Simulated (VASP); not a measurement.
# Sc (Im-3m) in VASP: a series of runs, part 2 of 2

VASP 6.6.1.

**4. Relaxation of cell and atoms, r2SCAN**

This run uses another cell than the first one, of 25.00 Å³/atom, 0.994 times its volume.

File POSCAR:

```
Sc
1.0
   -1.8420678645      1.8420678645      1.8420678645
    1.8420678645     -1.8420678645      1.8420678645
    1.8420678645      1.8420678645     -1.8420678645
Sc
1
Direct
    0.0000000000      0.0000000000      0.0000000000
```

File INCAR.step1:

```
SYSTEM = Sc
  PREC = Accurate
  ENCUT = 600
  ISMEAR = -1
  SIGMA = 0.1
  LREAL = .False.
  LASPH = .True.
  NELM = 80
  GGA = PE
  ALGO = Normal
  EDIFF = 1E-4
  LWAVE = .True.
  LCHARG = .False.
```

File INCAR.step2:

```
SYSTEM = Sc
  PREC = Accurate
  ENCUT = 600
  EDIFF = 1E-6
  ISMEAR = -1
  SIGMA = 0.1
  LREAL = .False.
  LASPH = .True.
  NELM = 80
  ALGO = Normal
  ISIF = 3
  LWAVE = .False.
  LCHARG = .False.
  METAGGA = R2SCAN
  LMIXTAU = .True.
  IBRION = 2
  NSW = 80
  EDIFFG = -0.01
  ISTART = 1
```

File KPOINTS:

```
Automatic mesh
0
Gamma
  12 12 12
  0 0 0
```

Potentials or basis: VASP PAW PBE potentials, release 64 (Sc_sv).

The run is started by

```console
$ cat potpaw_PBE.64/Sc_sv/POTCAR > POTCAR
$ cp INCAR.step1 INCAR
$ mpirun -np 1 vasp_std > vasp.out
$ cp INCAR.step2 INCAR
$ mpirun -np 1 vasp_std > vasp.out
```

OUTCAR:

```text
SYSTEM = Sc
   PREC = Accurate
   ENCUT = 600
   EDIFF = 1E-6
   ISMEAR = -1
   LREAL = .False.
   LASPH = .True.
   NELM = 80
   ISIF = 3
   METAGGA = R2SCAN
   IBRION = 2
   NSW = 80
   EDIFFG = -0.01
   ISTART = 1

 ion  position               nearest neighbor table
   1  0.000  0.000  0.000-

  LATTYP: Found a body centered cubic cell.
 ALAT       =     3.6841357290

  Lattice vectors:

 A1 = (  -1.8420678645,   1.8420678645,   1.8420678645)
 A2 = (   1.8420678645,  -1.8420678645,   1.8420678645)
 A3 = (   1.8420678645,   1.8420678645,  -1.8420678645)

Analysis of symmetry for initial positions (statically):
[... 247 lines left out ...]
  ---------------------------------------------------
  free energy    TOTEN  =       -11.31665379 eV

  energy without entropy =      -11.24632687  energy(sigma->0) =      -11.28149033

 E-fermi :   3.6903     XC(G=0): -10.4936

 val. band max:        3.6786286453   @ k =   0.3333   0.1667   0.1667
 cond. band min:       3.7075376758   @ k =   0.3333   0.1667  -0.0000
 fundamental gap:      0.0289090305
 Fermi energy:         3.6902834411

 k-point     1 :       0.0000    0.0000    0.0000
  band No.  band energies     occupation
      1     -48.0942      2.00000
      2     -25.5353      2.00000
      3     -25.5353      2.00000
      4     -25.5352      2.00000
      5      -1.8544      2.00000
      6       5.3770      0.00000
      7       5.3770      0.00000
      8       5.3770      0.00000
      9       6.6869      0.00000
[... 265 lines left out ...]
 k-point    24 :       0.4167    0.0833    0.0833
  band No.  band energies     occupation
      1     -48.0342      2.00000
      2     -25.8823      2.00000
      3     -25.6697      2.00000
      4     -25.5609      2.00000
      5       2.2220      2.00000
      6       3.7854      0.55711
      7       3.9954      0.09032
      8       6.7782      0.00000
      9       7.0099      0.00000

 [... further k-points ...]
[... 5 lines left out ...]
  --------------------------------------------------------------------------------------
  -------------------------------------------------------------------------------------
  Total       -0.0033875     -0.0033875     -0.0033875      0.0000000     -0.0000000     -0.0000000
  in kB       -0.2149394     -0.2149394     -0.2149394      0.0000000     -0.0000000     -0.0000000
  external PRESSURE =      -0.2149394 kB  Pullay stress =       0.0000000 kB
[... 16 lines left out ...]
  FREE ENERGIE OF THE ION-ELECTRON SYSTEM (eV)
  ---------------------------------------------------
  free  energy   TOTEN  =       -11.3166537888 eV

  energy  without entropy=      -11.2463268666  energy(sigma->0) =      -11.28149033

 reached required accuracy - stopping structural energy minimisation
```

OUTCAR.step1:

```text
SYSTEM = Sc
   PREC = Accurate
   ENCUT = 600
   ISMEAR = -1
   LREAL = .False.
   LASPH = .True.
[... 505 lines left out ...]
 -----------------------------------------------------------------------------------
      0.00000      0.00000      0.00000         0.000000     -0.000000     -0.000000
 -----------------------------------------------------------------------------------
    total drift:                               -0.000000     -0.000000     -0.000000

  FREE ENERGIE OF THE ION-ELECTRON SYSTEM (eV)
  ---------------------------------------------------
  free  energy   TOTEN  =        -6.1867879224 eV

  energy  without entropy=       -6.1059942066  energy(sigma->0) =       -6.14639106
```

Wall time 86 s (1 thread of Intel Xeon 6975P-C (Granite Rapids), shared host); peak memory 0.18 GiB.

What came out:

* Free energy: -11.3167 eV
* Relaxed volume: 25.25 Å³/atom
* Relaxed cell: a = 3.201 Å, b = 3.201 Å, c = 3.201 Å, α = 109.47°, β = 109.47°, γ = 109.47°
* Space group after relaxing (to 0.05 Å): Im-3m (No. 229)
* Energy gained by relaxing: 0.4 meV/atom
* Ionic steps: 3
* Pressure after relaxing: 0.0 GPa

The path:
```
step  energy change (eV)  largest force (eV/Å)  pressure (GPa)  volume (Å³)
   1              0.0000                0.0000            0.57        25.00
   2             -0.0004                0.0000           -0.12        25.32
   3             -0.0004                0.0000           -0.02        25.25
```

Final structure:
```cif
data_structure
_symmetry_space_group_name_H-M 'P 1'
_symmetry_Int_Tables_number 1
_cell_length_a 3.2011
_cell_length_b 3.2011
_cell_length_c 3.2011
_cell_angle_alpha 109.471
_cell_angle_beta 109.471
_cell_angle_gamma 109.471
_cell_volume 25.25
loop_
_atom_site_label
_atom_site_type_symbol
_atom_site_fract_x
_atom_site_fract_y
_atom_site_fract_z
_atom_site_occupancy
Sc1 Sc 0.00000 0.00000 0.00000 1
```

Levels at points of the mesh, in eV from the Fermi level:
```
           k point  band 1  band 2  band 3  band 4  band 5  band 6  band 7  band 8  band 9
(0.00, 0.00, 0.00)  -51.78  -29.23  -29.23  -29.23   -5.54    1.69    1.69    1.69    3.00
(0.50, 0.00, 0.00)  -51.73  -29.60  -29.34  -29.23   -1.80    0.25    0.46    3.00    3.31
(0.50, 0.50, 0.50)  -51.68  -29.48  -29.48  -29.48   -1.26   -1.26    4.06    4.06    4.06
```

Caveat: the PAW data sets were made with another functional, which shifts forces and pressure a little.

**5. Summary**

| task | cell | k mesh | cutoff (eV) | gap on the mesh (eV) | pressure (GPa) |
| --- | --- | --- | --- | --- | --- |
| single point | a = 3.197 Å, angles 109.5°, 1 atom | 12 × 12 × 12 | 520 | none | 0.2 |
| single point | a = 3.197 Å, angles 109.5°, 1 atom | 20 × 20 × 20 | 520 | none | 0.2 |
| relaxation of cell and atoms | relaxed from a = 3.191 Å, angles 109.5°, 1 atom | 12 × 12 × 12 | 600 | none | 0.0 |

Alike in all rows: level r2SCAN; potentials or basis VASP PAW PBE potentials, release 64 (Sc_sv); no spin polarisation; smearing fermi-dirac 0.1 eV.

Caveats: the PAW data sets were made with another functional, which shifts forces and pressure a little.

Total energies depend on the potentials used, so only differences within one code and one set of settings carry meaning.
